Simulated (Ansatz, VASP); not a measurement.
**Two plane-wave programs on ZnAu**

Contents of INCAR:

```
PREC = Accurate ; ENCUT = 520
EDIFF = 1E-6 ; ISMEAR = 0
SIGMA = 0.1 ; LREAL = F
LASPH = T ; NELM = 60
ALGO = Normal ; ISIF = 2
LWAVE = F ; LCHARG = F
GGA = PE ; NBANDS = 18
```

The input KPOINTS:

```
Automatic mesh
0
Gamma
  14 14 14
```

Contents of POSCAR:

```
ZnAu
1.0
    3.1953064500      0.0000000000      0.0000000000
    0.0000000000      3.1953064500      0.0000000000
    0.0000000000      0.0000000000      3.1953064500
Zn Au
1 1
Direct
    0.5000000000      0.5000000000      0.5000000000
    0.0000000000      0.0000000000      0.0000000000
```

Input for Ansatz:

```yaml
crystal:
  lattice:
    - [3.19530645, 0.0, 0.0]
    - [0.0, 3.19530645, 0.0]
    - [0.0, 0.0, 3.19530645]
  atoms:
    - { symbol: Zn, position: [0.5, 0.5, 0.5] }
    - { symbol: Au, position: [0.0, 0.0, 0.0] }
basis:
  ecutwfc: 420
kpoints:
  mp_grid: { grid: [14, 14, 14] }
hamiltonian:
  xc: pbe
scf:
  occupations: { method: gaussian, width: 0.1 }
output:
  forces: true
  stress: true
  eigenvalues: true
```

Alike in both runs: task single point; functional PBE; k mesh 14 × 14 × 14; occupations gaussian, width 0.1 eV; no spin polarisation.

|  | VASP | Ansatz |
| --- | --- | --- |
| version | VASP 6.6.1 | Ansatz 0.2.0 |
| potentials or method | VASP PAW PBE potentials, release 64 (Zn, Au), cutoff 520 eV | scalar-relativistic, plane waves, PAW |
| valence electrons in the cell | 23 | 31 |

```tsv
	VASP	Ansatz	Ansatz less VASP
gap on the k mesh at the Fermi level (eV)	none	none	-
pressure (GPa)	-0.9	-0.9	-0.04
```

A gap of «none» marks a metal or a gap that the smearing closes. VASP's potentials hold 23 valence electrons a cell and Ansatz's 31, so a difference there can come from the potentials and not from the codes.

Neither program's run includes spin-orbit coupling.
